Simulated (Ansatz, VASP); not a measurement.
This is a calculation of NaLa for Ansatz 0.2.0.

The input input.yaml:

```yaml
crystal:
  lattice:
    - [3.6062507687, 0.0, 0.0]
    - [-1.8031253843, 3.1231047781, 0.0]
    - [0.0, 0.0, 6.483782]
  atoms:
    - { symbol: La, position: [0.3333333333, 0.6666666667, 0.5] }
    - { symbol: Na, position: [0.0, 0.0, 0.0] }
kpoints:
  mp_grid: { grid: [9, 9, 4] }
scf:
  occupations: { method: gaussian, width: 0.05 }
hamiltonian:
  xc: pbe
  pseudopotentials: { kind: all_electron, lapw: { basis_error: 0.001 } }
output:
  forces: true
  stress: true
  eigenvalues: true
```

Potentials or basis: all-electron LAPW, scalar-relativistic.

Launch:

```bash
$ ansatz run input.yaml --threads 2 --pin off --max-ram 6144MiB --backend cpu --events-out ev --progress --plain --runs-dir out
```

Task: Set up the same calculation for VASP 6.6.1. Potentials there: VASP PAW PBE potentials, release 64 (La, Na_pv).

Result: As run (the cutoff follows the program's own potentials):

The input INCAR:

```
  ALGO = Normal
  EDIFF = 1E-7
  ENCUT = 520
  GGA = PE
  ISIF = 2
  ISMEAR = 0
  LASPH = True
  LCHARG = True
  LELF = True
  LREAL = False
  LVHAR = True
  LWAVE = False
  NBANDS = 16
  NELM = 100
  PREC = Accurate
  SIGMA = 0.05
```

File KPOINTS:

```
k-points
0
Gamma
  9 9 4
```

File POSCAR:

```
NaLa
1.0
    3.6062507687      0.0000000000      0.0000000000
   -1.8031253843      3.1231047781      0.0000000000
    0.0000000000      0.0000000000      6.4837820000
La Na
1 1
Direct
    0.3333333333      0.6666666667      0.5000000000
    0.0000000000      0.0000000000      0.0000000000
```

Potentials or basis: VASP PAW PBE potentials, release 64 (La, Na_pv).

Run with:

```console
$ cat potpaw_PBE.64/La/POTCAR potpaw_PBE.64/Na_pv/POTCAR > POTCAR
$ mpirun -np 1 vasp_std > vasp.out
```

Both were run:

|  | VASP | Ansatz | Ansatz less VASP |
| --- | --- | --- | --- |
| gap on the k mesh at the Fermi level (eV) | none | none | - |
| pressure (GPa) | 0.0 | 0.0 | 0.00 |

A gap of «none» marks a metal or a gap that the smearing closes. Ansatz ran all-electron here, and VASP with PAW potentials.

Neither program's run includes spin-orbit coupling.
